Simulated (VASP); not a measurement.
# H11C20Cl in VASP: single point with PBEsol

Aim: the single point of H11C20Cl with PBEsol.

Everything below comes from runs of VASP 6.6.1. Logs are shortened: lines on timing, memory, paths and dates and some standing lists are left out, and cuts for length are marked.

### 1 The cell of the first run

The cell holds a slab with vacuum, 32 atoms: a = 5.049 Å, b = 5.049 Å, c = 16.136 Å, α = 90.00°, β = 90.00°, γ = 90.00°.

### 2 Single point, PBEsol

INCAR reads:

```
  ALGO = Normal
  EDIFF = 1E-7
  ENCUT = 520
  GGA = PS
  ISIF = 2
  ISMEAR = -1
  LASPH = T
  LCHARG = T
  LELF = T
  LREAL = Auto
  LVHAR = T
  LWAVE = F
  NBANDS = 71
  NELM = 60
  PREC = Accurate
  SIGMA = 0.02
```

KPOINTS reads:

```
k-points
0
Gamma
  2 2 1
```

POSCAR reads:

```
H11C20Cl
1.0
    5.0487420000      0.0000000000      0.0000000000
    0.0000000000      5.0487420000      0.0000000000
    0.0000000000      0.0000000000     16.1355610000
H C Cl
11 20 1
Direct
    0.4277868800      0.0000000000      0.0619749100
    0.0722131600      0.0000000000      0.0619749100
    0.9277869200      0.0000000000      0.0619749100
    0.5722132000      0.0000000000      0.0619749100
    0.4277868800      0.5000000400      0.0619749100
    0.0722131600      0.5000000400      0.0619749100
    0.9277869200      0.5000000400      0.0619749100
    0.5722132000      0.5000000400      0.0619749100
    0.7501844825      0.0058127740      0.3801548659
    0.2501689583      0.4912202519      0.3803095896
    0.7500493644      0.4951631907      0.3805818665
    0.2500000200      0.0000000000      0.1013103900
    0.7500000600      0.0000000000      0.1013103900
    0.2500000200      0.5000000400      0.1013103900
    0.7500000600      0.5000000400      0.1013103900
    0.2500000200      0.2500000200      0.1566230000
    0.7500000600      0.2500000200      0.1566230000
    0.2500000200      0.7500000600      0.1566230000
    0.7500000600      0.7500000600      0.1566230000
    0.0005332492      0.2505092298      0.2074670347
    0.4993804176      0.2505791184      0.2074665705
    0.0001911508      0.7498299490      0.2158695265
    0.4997908822      0.7498709835      0.2158756223
   -0.0009138175      0.0161773935      0.2676091831
    0.5009140942      0.0162364500      0.2676049283
   -0.0001646399      0.4836958802      0.2673496409
    0.5001483317      0.4837419309      0.2673444921
    0.2500267809      0.0920826986      0.3168626216
    0.7500038610      0.0899311555      0.3173465808
    0.2500296922      0.4124538723      0.3168879961
    0.7500121295      0.4115671473      0.3174917562
    1.2500629010     -0.0277574476      0.4223612976
```

Potentials or basis: VASP PAW PBE potentials, release 64 (H, C, Cl).

Command:

```
$ cat potpaw_PBE.64/H/POTCAR potpaw_PBE.64/C/POTCAR potpaw_PBE.64/Cl/POTCAR > POTCAR
$ mpirun -np 1 vasp_std > vasp.out
```

OUTCAR:

```text
EDIFF = 1E-7
   ENCUT = 520
   GGA = PS
   ISIF = 2
   ISMEAR = -1
   LASPH = T
   LREAL = Auto
   NELM = 60
   PREC = Accurate

 ion  position               nearest neighbor table
   1  0.428  0.000  0.062-   4 0.73  12 1.10
   2  0.072  0.000  0.062-   3 0.73  12 1.10
   3  0.928  0.000  0.062-   2 0.73  13 1.10
   4  0.572  0.000  0.062-   1 0.73  13 1.10
   5  0.428  0.500  0.062-   8 0.73  14 1.10
   6  0.072  0.500  0.062-   7 0.73  14 1.10
   7  0.928  0.500  0.062-   6 0.73  15 1.10
   8  0.572  0.500  0.062-   5 0.73  15 1.10
   9  0.750  0.006  0.380-  29 1.10
  10  0.250  0.491  0.380-  30 1.10
  11  0.750  0.495  0.381-  31 1.10
  12  0.250  0.000  0.101-   1 1.10   2 1.10  18 1.55  16 1.55
  13  0.750  0.000  0.101-   4 1.10   3 1.10  19 1.55  17 1.55
  14  0.250  0.500  0.101-   5 1.10   6 1.10  18 1.55  16 1.55
  15  0.750  0.500  0.101-   8 1.10   7 1.10  19 1.55  17 1.55
  16  0.250  0.250  0.157-  21 1.50  20 1.50  12 1.55  14 1.55
  17  0.750  0.250  0.157-  20 1.51  21 1.51  13 1.55  15 1.55
[... 12 lines left out ...]
  30  0.250  0.412  0.317-  10 1.10  27 1.54  26 1.54  28 1.62
  31  0.750  0.412  0.317-  11 1.10  26 1.54  27 1.54  29 1.62
  32  0.250  0.972  0.422-  28 1.81

  LATTYP: Found a simple tetragonal cell.
 ALAT       =     5.0487420000
 C/A-ratio  =     3.1959567354

  Lattice vectors:

 A1 = (   5.0487420000,   0.0000000000,   0.0000000000)
 A2 = (   0.0000000000,   5.0487420000,   0.0000000000)
 A3 = (   0.0000000000,   0.0000000000,  16.1355610000)

Analysis of symmetry for initial positions (statically):
=====================================================================
 Subroutine PRICEL returns:
 Original cell was already a primitive cell.

 Routine SETGRP: Setting up the symmetry group for a
 simple tetragonal supercell.

 Subroutine GETGRP returns: Found  1 space group operations
 (whereof  1 operations were pure point group operations)
 out of a pool of 16 trial point group operations.

The static configuration has the point symmetry C_1 .

Analysis of symmetry for dynamics (positions and initial velocities):
=====================================================================
 Subroutine PRICEL returns:
 Original cell was already a primitive cell.

 Routine SETGRP: Setting up the symmetry group for a
 simple tetragonal supercell.

 Subroutine GETGRP returns: Found  1 space group operations
 (whereof  1 operations were pure point group operations)
 out of a pool of 16 trial point group operations.

The dynamic configuration has the point symmetry C_1 .

 Subroutine INISYM returns: Found  1 space group operations
 (whereof  1 operations are pure point group operations),
 and found     1 'primitive' translations

----------------------------------------------------------------------------------------

                                     Primitive cell

  volume of cell :     411.2922

  direct lattice vectors                    reciprocal lattice vectors
     5.048742000  0.000000000  0.000000000     0.198069143  0.000000000  0.000000000
     0.000000000  5.048742000  0.000000000     0.000000000  0.198069143  0.000000000
     0.000000000  0.000000000 16.135561000     0.000000000  0.000000000  0.061974914

  length of vectors
     5.048742000  5.048742000 16.135561000     0.198069143  0.198069143  0.061974914

  position of ions in fractional coordinates (direct lattice)
     0.427786880  0.000000000  0.061974910
     0.072213160  0.000000000  0.061974910
     0.927786920  0.000000000  0.061974910
     0.572213200  0.000000000  0.061974910
     0.427786880  0.500000040  0.061974910
     0.072213160  0.500000040  0.061974910
[... 24 lines left out ...]
     0.750012129  0.411567147  0.317491756
     0.250062901  0.972242552  0.422361298

  ion indices of the primitive-cell ions
   primitive index   ion index
                 1           1
                 2           2
                 3           3
                 4           4
                 5           5
                 6           6
[... 24 lines left out ...]
                31          31
                32          32

----------------------------------------------------------------------------------------

 KPOINTS: k-points

Automatic generation of k-mesh.
 Grid dimensions read from file:
 generate k-points for:    2    2    1

 Generating k-lattice:

  Cartesian coordinates                     Fractional coordinates (reciprocal lattice)
     0.099034571  0.000000000  0.000000000     0.500000000  0.000000000  0.000000000
     0.000000000  0.099034571  0.000000000     0.000000000  0.500000000  0.000000000
     0.000000000  0.000000000  0.061974914     0.000000000  0.000000000  1.000000000

  Length of vectors
     0.099034571  0.099034571  0.061974914

  Shift w.r.t. Gamma in fractional coordinates (k-lattice)
     0.000000000  0.000000000  0.000000000

 Subroutine IBZKPT returns following result:
 ===========================================

 Found      4 irreducible k-points:

 Following reciprocal coordinates:
            Coordinates               Weight
  0.000000  0.000000  0.000000      1.000000
  0.500000  0.000000  0.000000      1.000000
  0.000000  0.500000  0.000000      1.000000
  0.500000  0.500000  0.000000      1.000000
   k-points           NKPTS =      4   k-points in BZ     NKDIM =      4   number of bands    NBANDS=     71
   number of dos      NEDOS =    301   number of ions     NIONS =     32
   total plane-waves  NPLWV = 192000
   dimension x,y,z NGX =    40 NGY =   40 NGZ =  120
   dimension x,y,z NGXF=    80 NGYF=   80 NGZF=  240
   ions per type =              11  20   1
   NGX,Y,Z   is equivalent  to a cutoff of  13.17, 13.17, 12.36 a.u.
   NGXF,Y,Z  is equivalent  to a cutoff of  26.34, 26.34, 24.73 a.u.
 SYSTEM =  unknown system
   PREC   = accura    normal or accurate (medium, high low for compatibility)
   ISTART =      0    job   : 0-new  1-cont  2-samecut
   ICHARG =      2    charge: 1-file 2-atom 10-const
   ISPIN  =      1    spin polarized calculation?
   LNONCOLLINEAR =      F non collinear calculations
   LSORBIT =      F    spin-orbit coupling
   LASPH  =      T    aspherical Exc in radial PAW
   ENCUT  =  520.0 eV  38.22 Ry    6.18 a.u.   9.39  9.39 30.00*2*pi/ulx,y,z
   NELM   =     60;   NELMIN=  2; NELMDL= -5     # of ELM steps
   EDIFF  = 0.1E-06   stopping-criterion for ELM
   LREAL  =      T    real-space projection
   EDIFFG = 0.1E-05   stopping-criterion for IOM
   NSW    =      0    number of steps for IOM
   IBRION =     -1    ionic relax: 0-MD 1-quasi-New 2-CG
   NFREE  =      0    steps in history (QN), initial steepest desc. (CG)
   ISIF   =      2    stress and relaxation
   ISYM   =      2    0-nonsym 1-usesym 2-fastsym
   POTIM  = 0.5000    time-step for ionic-motion
   TEBEG  =    0.0;   TEEND  =   0.0 temperature during run
   PSTRESS=    0.0 pullay stress
   NELECT =      98.0000    total number of electrons
   NUPDOWN=      -1.0000    fix difference up-down
   EMIN   =  10.00;   EMAX   =-10.00  energy-range for DOS
   EFERMI =   0.00;   METHOD = LEGACY
   ISMEAR =    -1;   SIGMA  =   0.02  broadening in eV -4-tet -1-fermi 0-gaus
   EFERMI_NEDOS =   21; number of points for ismear=-14 and -15
   IALGO  =     38    algorithm
   IMIX   =      4    mixing-type and parameters
     AMIX     =   0.40;   BMIX     =  1.00
     AMIX_MAG =   1.60;   BMIX_MAG =  1.00
  volume/ion in A,a.u.               =      12.85        86.74
  Fermi-wavevector in a.u.,A,eV,Ry     =   1.014924  1.917928 14.014954  1.030070
  Thomas-Fermi vector in A             =   2.148180
   LORBIT       =      0    0 simple, 1 ext, 2 COOP (PROOUT), +10 PAW based schemes
   GGA     = PS    functional components
   LHFCALC =     F    Hartree Fock is set to
   AEXX    =    0.0000 exact exchange contribution
   IVDW    =     0    specifies the selected vdW correction
   LEPSILON=     F    determine dielectric tensor
   LRPA    =     F    only Hartree local field effects (RPA)
 non-spin polarized calculation
  energy-cutoff  :      520.00
  volume of cell :      411.29
 maximum number of plane-waves:     11082
 NGX is ok and might be reduce to    40
   NGX = 19   NGY = 19   NGZ = 61

 number of electron      98.0000009 magnetization

 Free energy of the ion-electron system (eV)
  ---------------------------------------------------
  ext. energy  EPLUGINS =         0.00000000
  ---------------------------------------------------
  free energy    TOTEN  =      -218.29364766 eV

  energy without entropy =     -218.29364766  energy(sigma->0) =     -218.29364766

 E-fermi :   1.6886     XC(G=0):  -5.8359

 val. band max:        1.2169072905   @ k =   0.0000   0.5000   0.0000
 cond. band min:       3.4464337433   @ k =   0.0000   0.0000   0.0000
 fundamental gap:      2.2295264528
 Fermi energy:         1.6885816025

 k-point     1 :       0.0000    0.0000    0.0000
  band No.  band energies     occupation
      1     -20.0919      2.00000
      2     -17.9231      2.00000
      3     -16.2607      2.00000
      4     -15.8438      2.00000
      5     -15.4294      2.00000
      6     -15.3820      2.00000
[... 53 lines left out ...]
     60       6.7735      0.00000
     61       6.7939      0.00000

 k-point     2 :       0.5000    0.0000    0.0000
  band No.  band energies     occupation
      1     -19.0187      2.00000
      2     -18.8871      2.00000
      3     -17.0547      2.00000
      4     -16.6213      2.00000
      5     -15.7545      2.00000
      6     -14.3424      2.00000
[... 53 lines left out ...]
     60       6.9266      0.00000
     61       6.9591      0.00000

 k-point     3 :       0.0000    0.5000    0.0000
  band No.  band energies     occupation
      1     -19.5353      2.00000
      2     -18.2195      2.00000
      3     -17.2450      2.00000
      4     -16.2144      2.00000
      5     -15.4777      2.00000
      6     -15.3415      2.00000
[... 53 lines left out ...]
     60       6.6844      0.00000
     61       6.9610      0.00000

 k-point     4 :       0.5000    0.5000    0.0000
  band No.  band energies     occupation
      1     -18.5057      2.00000
      2     -18.3132      2.00000
      3     -17.1272      2.00000
      4     -17.0630      2.00000
      5     -16.5216      2.00000
      6     -15.8985      2.00000
[... 53 lines left out ...]
     60       6.9204      0.00000
     61       6.9412      0.00000
 [bands above 61 left out]

------------------------ aborting loop because EDIFF is reached ----------------------------------------

  FORCE on cell =-STRESS in cart. coord.  units (eV):
  Direction    XX          YY          ZZ          XY          YZ          ZX
  --------------------------------------------------------------------------------------
  -------------------------------------------------------------------------------------
  Total       68.8587741     -9.1103147     -4.6795065      0.0004286      0.2043059     -0.0210439
  in kB      268.2374695    -35.4889816    -18.2288895      0.0016695      0.7958681     -0.0819761
  external PRESSURE =      71.5065328 kB  Pullay stress =       0.0000000 kB

 VOLUME and BASIS-vectors are now :
 -----------------------------------------------------------------------------
  energy-cutoff  :      520.00
  volume of cell :      411.29
      direct lattice vectors                 reciprocal lattice vectors
     5.048742000  0.000000000  0.000000000     0.198069143  0.000000000  0.000000000
     0.000000000  5.048742000  0.000000000     0.000000000  0.198069143  0.000000000
     0.000000000  0.000000000 16.135561000     0.000000000  0.000000000  0.061974914

 POSITION                                       TOTAL-FORCE (eV/Angst)
 -----------------------------------------------------------------------------------
      2.15979      0.00000      1.00000        -8.960837     -0.043084      0.045074
      0.36459      0.00000      1.00000         8.960939     -0.042698      0.045185
      4.68416      0.00000      1.00000        -8.957285     -0.043879      0.044697
      2.88896      0.00000      1.00000         8.957341     -0.044042      0.044619
      2.15979      2.52437      1.00000        -8.961175      0.044702      0.041643
      0.36459      2.52437      1.00000         8.961217      0.044905      0.041637
[... 24 lines left out ...]
      3.78662      2.07790      5.12291        -0.001794      0.009243      0.017747
      1.26250      4.90860      6.81504        -0.000530      0.026233     -0.072257
 -----------------------------------------------------------------------------------
    total drift:                               -0.000279     -0.000819     -0.013043

  FREE ENERGIE OF THE ION-ELECTRON SYSTEM (eV)
  ---------------------------------------------------
  free  energy   TOTEN  =      -218.2936476565 eV

  energy  without entropy=     -218.2936476565  energy(sigma->0) =     -218.29364766
```

Wall time 2.1 min (1 thread of Intel Xeon 6975P-C (Granite Rapids), shared host); peak memory 0.46 GiB.

Results:

- Free energy: -218.2936 eV
- Largest force: 8.961 eV/Å
- Band gap on the k mesh: 2.23 eV, indirect (least direct gap 2.27 eV)

Forces in eV/Å, atoms in the order of the input:
```
H   -8.961 -0.043  0.045
H    8.961 -0.043  0.045
H   -8.957 -0.044  0.045
H    8.957 -0.044  0.045
H   -8.961  0.045  0.042
H    8.961  0.045  0.042
H   -8.949  0.042  0.047
H    8.949  0.041  0.047
H   -0.005 -0.007  0.027
H   -0.004  0.014  0.018
H   -0.001  0.019  0.029
C    0.001 -0.140  1.178
C    0.000 -0.136  1.181
C    0.000  0.136  1.176
C    0.000  0.133  1.226
C   -0.007  0.018 -3.112
C   -0.007 -0.111 -2.988
C   -0.001  0.027  0.390
C   -0.001  0.061  0.402
C   -0.007 -0.019 -0.027
C    0.028 -0.026 -0.030
C   -0.027  0.000  0.006
C    0.029 -0.001  0.001
C    0.002 -0.034 -0.021
C   -0.001 -0.042 -0.016
C    0.012  0.032  0.027
C   -0.007  0.028  0.030
C   -0.003 -0.004  0.129
C    0.003  0.005  0.029
C   -0.003  0.016  0.042
C   -0.002  0.009  0.018
Cl  -0.001  0.026 -0.072
```

Caveat: the k points lie up to 0.62 Å⁻¹ apart; the PAW data sets were made with another functional, which shifts forces and pressure a little.
